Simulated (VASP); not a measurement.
# AgCl in VASP: a series of runs

AgCl is run at these levels: PBEsol; tasks: electric field gradients.

Everything below comes from runs of VASP 6.6.1. Logs are shortened: lines on timing, memory, paths and dates and some standing lists are left out, and cuts for length are marked.

## 1. The cell of the first run

It takes space group R-3m (No. 166, trigonal). Conventional cell: a = 3.902 Å, b = 3.902 Å, c = 9.703 Å, α = 90.00°, β = 90.00°, γ = 120.00°. Ag (site symmetry -3m) has 6 Cl at 2.77 Å within 3.7 Å. Cl (site symmetry -3m) has 6 Ag at 2.77 Å within 3.7 Å.

## 2. Electric field gradients, PBEsol (equal xy, yz and zx shear strains of +1 %)

Input file INCAR:

```
SYSTEM = AgCl
  PREC = Accurate
  ENCUT = 520
  EDIFF = 1E-8
  ISMEAR = -1
  SIGMA = 0.01
  LREAL = .False.
  LASPH = .True.
  NELM = 60
  ALGO = Normal
  ISIF = 2
  LWAVE = .False.
  LCHARG = .False.
  GGA = PS
  LEFG = .True.
  NBANDS = 16
```

Input file KPOINTS:

```
regular mesh
0
Gamma
  9 9 9
  0 0 0
```

Input file POSCAR:

```
AgCl
1.0
    0.0277315000      2.7870157500      2.7870157500
    2.7870157500      0.0277315000      2.7870157500
    2.7870157500      2.7870157500      0.0277315000
Ag Cl
1 1
Direct
    0.5000000000      0.5000000000      0.5000000000
    0.0000000000      0.0000000000      0.0000000000
```

Potentials or basis: VASP PAW PBE potentials, release 64 (Ag, Cl).

Launch:

```sh
> cat potpaw_PBE.64/Ag/POTCAR potpaw_PBE.64/Cl/POTCAR > POTCAR
> mpirun -np 1 vasp_std > vasp.out
```

OUTCAR:

```text
SYSTEM = AgCl
   PREC = Accurate
   ENCUT = 520
   EDIFF = 1E-8
   ISMEAR = -1
   LREAL = .False.
   LASPH = .True.
   NELM = 60
   ISIF = 2
   GGA = PS

 ion  position               nearest neighbor table
   1  0.500  0.500  0.500-   2 2.77   2 2.77   2 2.77   2 2.77   2 2.77   2 2.77
   2  0.000  0.000  0.000-   1 2.77   1 2.77   1 2.77   1 2.77   1 2.77   1 2.77

  LATTYP: Found a trigonal (rhomboedric) cell.
 ALAT       =     3.9415330289
 COS(alpha) =     0.5099250056

  Lattice vectors:

 A1 = (   0.0277315000,   2.7870157500,   2.7870157500)
 A2 = (   2.7870157500,   0.0277315000,   2.7870157500)
 A3 = (   2.7870157500,   2.7870157500,   0.0277315000)

Analysis of symmetry for initial positions (statically):
=====================================================================
 Subroutine PRICEL returns:
 Original cell was already a primitive cell.

 Routine SETGRP: Setting up the symmetry group for a
 trigonal (rhombohedral) supercell.

 Subroutine GETGRP returns: Found 12 space group operations
 (whereof 12 operations were pure point group operations)
 out of a pool of 12 trial point group operations.

The static configuration has the point symmetry D_3d.

Analysis of symmetry for dynamics (positions and initial velocities):
=====================================================================
 Subroutine PRICEL returns:
 Original cell was already a primitive cell.

 Routine SETGRP: Setting up the symmetry group for a
 trigonal (rhombohedral) supercell.

 Subroutine GETGRP returns: Found 12 space group operations
 (whereof 12 operations were pure point group operations)
 out of a pool of 12 trial point group operations.

The dynamic configuration has the point symmetry D_3d.

 Subroutine INISYM returns: Found 12 space group operations
 (whereof 12 operations are pure point group operations),
 and found     1 'primitive' translations

----------------------------------------------------------------------------------------

                                     Primitive cell

  volume of cell :      42.6499

  direct lattice vectors                    reciprocal lattice vectors
     0.027731500  2.787015750  2.787015750    -0.182103474  0.180309351  0.180309351
     2.787015750  0.027731500  2.787015750     0.180309351 -0.182103474  0.180309351
     2.787015750  2.787015750  0.027731500     0.180309351  0.180309351 -0.182103474

  length of vectors
     3.941533029  3.941533029  3.941533029     0.313344219  0.313344219  0.313344219

  position of ions in fractional coordinates (direct lattice)
     0.500000000  0.500000000  0.500000000
     0.000000000  0.000000000  0.000000000

  ion indices of the primitive-cell ions
   primitive index   ion index
                 1           1
                 2           2

----------------------------------------------------------------------------------------

 KPOINTS: regular mesh

Automatic generation of k-mesh.
 Grid dimensions read from file:
 generate k-points for:    9    9    9

 Generating k-lattice:

  Cartesian coordinates                     Fractional coordinates (reciprocal lattice)
    -0.020233719  0.020034372  0.020034372     0.111111111  0.000000000  0.000000000
     0.020034372 -0.020233719  0.020034372     0.000000000  0.111111111  0.000000000
     0.020034372  0.020034372 -0.020233719     0.000000000  0.000000000  0.111111111

  Length of vectors
     0.034816024  0.034816024  0.034816024

  Shift w.r.t. Gamma in fractional coordinates (k-lattice)
     0.000000000  0.000000000  0.000000000

 Subroutine IBZKPT returns following result:
 ===========================================

 Found     85 irreducible k-points:

 Following reciprocal coordinates:
            Coordinates               Weight
  0.000000  0.000000  0.000000      1.000000
  0.111111  0.000000  0.000000      6.000000
  0.222222 -0.000000 -0.000000      6.000000
  0.333333  0.000000 -0.000000      6.000000
  0.444444 -0.000000 -0.000000      6.000000
  0.111111  0.111111  0.000000      6.000000
[... 16 lines left out ...]
 -0.333333  0.333333  0.000000      6.000000
  0.444444  0.444444 -0.000000      6.000000
 [... further k-points ...]
   k-points           NKPTS =     85   k-points in BZ     NKDIM =     85   number of bands    NBANDS=     16
   number of dos      NEDOS =    301   number of ions     NIONS =      2
   total plane-waves  NPLWV =  27000
   dimension x,y,z NGX =    30 NGY =   30 NGZ =   30
   dimension x,y,z NGXF=    60 NGYF=   60 NGZF=   60
   ions per type =               1   1
   NGX,Y,Z   is equivalent  to a cutoff of  12.65, 12.65, 12.65 a.u.
   NGXF,Y,Z  is equivalent  to a cutoff of  25.31, 25.31, 25.31 a.u.
 SYSTEM =  AgCl
   PREC   = accura    normal or accurate (medium, high low for compatibility)
   ISTART =      0    job   : 0-new  1-cont  2-samecut
   ICHARG =      2    charge: 1-file 2-atom 10-const
   ISPIN  =      1    spin polarized calculation?
   LNONCOLLINEAR =      F non collinear calculations
   LSORBIT =      F    spin-orbit coupling
   LASPH  =      T    aspherical Exc in radial PAW
   ENCUT  =  520.0 eV  38.22 Ry    6.18 a.u.   7.33  7.33  7.33*2*pi/ulx,y,z
   NELM   =     60;   NELMIN=  2; NELMDL= -5     # of ELM steps
   EDIFF  = 0.1E-07   stopping-criterion for ELM
   LREAL  =      F    real-space projection
   EDIFFG = 0.1E-06   stopping-criterion for IOM
   NSW    =      0    number of steps for IOM
   IBRION =     -1    ionic relax: 0-MD 1-quasi-New 2-CG
   NFREE  =      0    steps in history (QN), initial steepest desc. (CG)
   ISIF   =      2    stress and relaxation
   ISYM   =      2    0-nonsym 1-usesym 2-fastsym
   POTIM  = 0.5000    time-step for ionic-motion
   TEBEG  =    0.0;   TEEND  =   0.0 temperature during run
   PSTRESS=    0.0 pullay stress
   NELECT =      18.0000    total number of electrons
   NUPDOWN=      -1.0000    fix difference up-down
   EMIN   =  10.00;   EMAX   =-10.00  energy-range for DOS
   EFERMI =   0.00;   METHOD = LEGACY
   ISMEAR =    -1;   SIGMA  =   0.01  broadening in eV -4-tet -1-fermi 0-gaus
   EFERMI_NEDOS =   21; number of points for ismear=-14 and -15
   IALGO  =     38    algorithm
   IMIX   =      4    mixing-type and parameters
     AMIX     =   0.40;   BMIX     =  1.00
     AMIX_MAG =   1.60;   BMIX_MAG =  1.00
  volume/ion in A,a.u.               =      21.32       143.91
  Fermi-wavevector in a.u.,A,eV,Ry     =   1.227985  2.320556 20.516873  1.507948
  Thomas-Fermi vector in A             =   2.362928
   LORBIT       =      0    0 simple, 1 ext, 2 COOP (PROOUT), +10 PAW based schemes
   GGA     = PS    functional components
   LHFCALC =     F    Hartree Fock is set to
   AEXX    =    0.0000 exact exchange contribution
   IVDW    =     0    specifies the selected vdW correction
   LEPSILON=     F    determine dielectric tensor
   LRPA    =     F    only Hartree local field effects (RPA)
 non-spin polarized calculation
  energy-cutoff  :      520.00
  volume of cell :       42.65
 maximum number of plane-waves:      1167
 NGX is ok and might be reduce to    30
   NGX = 15   NGY = 15   NGZ = 15

 number of electron      18.0000004 magnetization

 Free energy of the ion-electron system (eV)
  ---------------------------------------------------
  ext. energy  EPLUGINS =         0.00000000
  ---------------------------------------------------
  free energy    TOTEN  =        -6.04109127 eV

  energy without entropy =       -6.04109127  energy(sigma->0) =       -6.04109127

 E-fermi :   3.9125     XC(G=0): -10.2161

 val. band max:        3.6799341738   @ k =   0.4444  -0.0000  -0.0000
 cond. band min:       4.4430262594   @ k =   0.0000   0.0000   0.0000
 fundamental gap:      0.7630920856
 Fermi energy:         3.9124987228

 k-point     1 :       0.0000    0.0000    0.0000
  band No.  band energies     occupation
      1     -11.4289      2.00000
      2       1.2226      2.00000
      3       1.2444      2.00000
      4       1.2444      2.00000
      5       1.2799      2.00000
      6       1.2799      2.00000
[... 8 lines left out ...]
     15      16.8121      0.00000
     16      16.9149      0.00000

 k-point     2 :       0.1111    0.0000    0.0000
  band No.  band energies     occupation
      1     -11.3794      2.00000
      2       0.6356      2.00000
      3       0.6548      2.00000
      4       0.6822      2.00000
      5       1.2735      2.00000
      6       1.2872      2.00000
[... 8 lines left out ...]
     15      15.7389      0.00000
     16      16.2230      0.00000

 k-point     3 :       0.2222   -0.0000   -0.0000
  band No.  band energies     occupation
      1     -11.2495      2.00000
      2      -0.2941      2.00000
      3       0.0956      2.00000
      4       0.1421      2.00000
      5       1.3818      2.00000
      6       1.3973      2.00000
[... 8 lines left out ...]
     15      15.8108      0.00000
     16      16.0787      0.00000

 k-point     4 :       0.3333    0.0000   -0.0000
  band No.  band energies     occupation
      1     -11.0932      2.00000
      2      -1.0936      2.00000
      3      -0.2907      2.00000
      4      -0.2410      2.00000
      5       1.5091      2.00000
      6       1.5272      2.00000
[... 8 lines left out ...]
     15      16.3792      0.00000
     16      16.5526      0.00000

 k-point     5 :       0.4444   -0.0000   -0.0000
  band No.  band energies     occupation
      1     -10.9856      2.00000
      2      -1.5428      2.00000
      3      -0.4903      2.00000
      4      -0.4392      2.00000
      5       1.5946      2.00000
      6       1.6150      2.00000
[... 8 lines left out ...]
     15      17.1445      0.00000
     16      17.3651      0.00000

 k-point     6 :       0.1111    0.1111    0.0000
  band No.  band energies     occupation
      1     -11.3649      2.00000
      2       0.1721      2.00000
      3       0.9030      2.00000
      4       0.9374      2.00000
      5       1.1984      2.00000
      6       1.3003      2.00000
[... 8 lines left out ...]
     15      17.2286      0.00000
     16      17.5779      0.00000
[... 267 lines left out ...]
 k-point    21 :       0.4444    0.3333    0.0000
  band No.  band energies     occupation
      1     -10.9899      2.00000
      2      -0.8587      2.00000
      3       0.2260      2.00000
      4       0.3098      2.00000
      5       1.1296      2.00000
      6       1.6344      2.00000
[... 8 lines left out ...]
     15      18.7466      0.00000
     16      19.3002      0.00000

 k-point    22 :      -0.4444    0.3333    0.0000
  band No.  band energies     occupation
      1     -10.9407      2.00000
      2      -0.6952      2.00000
      3      -0.3388      2.00000
      4      -0.0555      2.00000
      5       1.3314      2.00000
      6       1.6852      2.00000
[... 8 lines left out ...]
     15      17.7366      0.00000
     16      19.2382      0.00000

 k-point    23 :      -0.3333    0.3333    0.0000
  band No.  band energies     occupation
      1     -10.9321      2.00000
      2      -0.9003      2.00000
      3      -0.4012      2.00000
      4      -0.3168      2.00000
      5       1.5078      2.00000
      6       1.6303      2.00000
[... 8 lines left out ...]
     15      16.6893      0.00000
     16      19.8418      0.00000

 k-point    24 :       0.4444    0.4444   -0.0000
  band No.  band energies     occupation
      1     -10.9685      2.00000
      2      -0.7395      2.00000
      3       0.5841      2.00000
      4       0.6486      2.00000
      5       0.9094      2.00000
      6       1.4654      2.00000
[... 8 lines left out ...]
     15      19.0692      0.00000
     16      19.0754      0.00000

 [... further k-points ...]
[... 5 lines left out ...]
  --------------------------------------------------------------------------------------
  -------------------------------------------------------------------------------------
  Total       -0.7298387     -0.7298387     -0.7298387     -0.0175334     -0.0175334     -0.0175334
  in kB      -27.4169946    -27.4169946    -27.4169946     -0.6586571     -0.6586571     -0.6586571
  external PRESSURE =     -27.4169946 kB  Pullay stress =       0.0000000 kB

 VOLUME and BASIS-vectors are now :
 -----------------------------------------------------------------------------
  energy-cutoff  :      520.00
  volume of cell :       42.65
      direct lattice vectors                 reciprocal lattice vectors
     0.027731500  2.787015750  2.787015750    -0.182103474  0.180309351  0.180309351
     2.787015750  0.027731500  2.787015750     0.180309351 -0.182103474  0.180309351
     2.787015750  2.787015750  0.027731500     0.180309351  0.180309351 -0.182103474

 POSITION                                       TOTAL-FORCE (eV/Angst)
 -----------------------------------------------------------------------------------
      2.80088      2.80088      2.80088         0.000000     -0.000000     -0.000000
      0.00000      0.00000      0.00000        -0.000000      0.000000      0.000000
 -----------------------------------------------------------------------------------
    total drift:                                0.000000      0.000000      0.000000

  FREE ENERGIE OF THE ION-ELECTRON SYSTEM (eV)
  ---------------------------------------------------
  free  energy   TOTEN  =        -6.0410912739 eV

  energy  without entropy=       -6.0410912739  energy(sigma->0) =       -6.04109127

 Electric field gradients (V/A^2)
---------------------------------------------------------------------
 ion       V_xx      V_yy      V_zz      V_xy      V_xz      V_yz
---------------------------------------------------------------------
   1      -0.000     0.000    -0.000    -1.086    -1.086    -1.086
   2      -0.000     0.000    -0.000     2.246     2.246     2.246
---------------------------------------------------------------------

 Electric field gradients after diagonalization (V/A^2)
 (convention: |V_zz| > |V_xx| > |V_yy|)
----------------------------------------------------------------------
 ion       V_xx      V_yy      V_zz     asymmetry (V_yy - V_xx)/ V_zz
----------------------------------------------------------------------
   1       1.086     1.086    -2.172       0.000
   2      -2.246    -2.246     4.491       0.000
----------------------------------------------------------------------

           NMR quadrupolar parameters

 Cq : quadrupolar parameter    Cq=e*Q*V_zz/h
 eta: asymmetry parameters     (V_yy - V_xx)/ V_zz
 Q  : nuclear electric quadrupole moment in mb (millibarn)
----------------------------------------------------------------------
 ion       Cq(MHz)       eta       Q (mb)
----------------------------------------------------------------------
   1      -0.005       0.000       1.000
   2       0.011       0.000       1.000
----------------------------------------------------------------------
```

Wall time 53 s (1 thread of Intel Xeon Platinum 8488C (Sapphire Rapids), shared host); peak memory 0.2 GiB.

Results:

```
Free energy            : -6.0411 eV
Pressure               : -2.7 GPa
Band gap on the k mesh : 0.76 eV, indirect (least direct gap 2.99 eV)
```

Levels at points of the mesh, in eV from the valence-band top:
| k point | band 5 | band 6 | band 7 | band 8 | band 9 | band 10 | band 11 | band 12 | band 13 | band 14 |
| --- | --- | --- | --- | --- | --- | --- | --- | --- | --- | --- |
| (0.00, 0.00, 0.00) | -2.40 | -2.40 | -2.34 | -2.28 | -2.28 | 0.76 | 10.66 | 10.84 | 10.84 | 12.11 |

Electric field gradients, principal values (V/Å²):
```
atom   least  middle  greatest (by size)
1 Ag   1.086   1.086              -2.172
2 Cl  -2.246  -2.246               4.491
```

Caveat: the cell differs from its parent crystal (equal xy, yz and zx shear strains of +1 %); without QUAD_EFG the Cq values of the log hold for a quadrupole moment of 1 mb, not for the nuclei; the PAW data sets were made with another functional, which shifts forces and pressure a little.

[end of part 1 of 3]
